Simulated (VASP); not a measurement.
Here is a VASP 6.6.1 calculation.

INCAR

```
PREC = Accurate ; ENCUT = 520
EDIFF = 1E-7 ; ISMEAR = 0
SIGMA = 0.05 ; LREAL = F
LASPH = T ; NELM = 80
ALGO = Normal ; ISIF = 2
LWAVE = F ; LCHARG = T
GGA = PE ; IVDW = 12
LELF = T ; LVHAR = T
NBANDS = 16
```

The input KPOINTS:

```
Automatic mesh
0
Gamma
  12 12 4
```

The input POSCAR:

```
BN
1.0
    2.6433818912      0.0000000000      0.0000000000
   -1.3216909456      2.2892358697      0.0000000000
    0.0000000000      0.0000000000      5.9772087543
B N
2 2
Direct
    0.3333333333      0.6666666667      0.2500000000
    0.6666666667      0.3333333333      0.7500000000
    0.3333333333      0.6666666667      0.7500000000
    0.6666666667      0.3333333333      0.2500000000
```

Potentials or basis: VASP PAW PBE potentials, release 64 (B, N).

Command:

```console
$ cat potpaw_PBE.64/B/POTCAR potpaw_PBE.64/N/POTCAR > POTCAR
$ mpirun -np 1 vasp_std > vasp.out
```

(1) Predict the pressure.

(2) What does it give for the band gap on the k mesh?

(3) What does it give for the dispersion energy per atom?

Results:

(1) -31.8 GPa.

(2) 3.86 eV, indirect (least direct gap 4.02 eV).

(3) -0.143 eV.
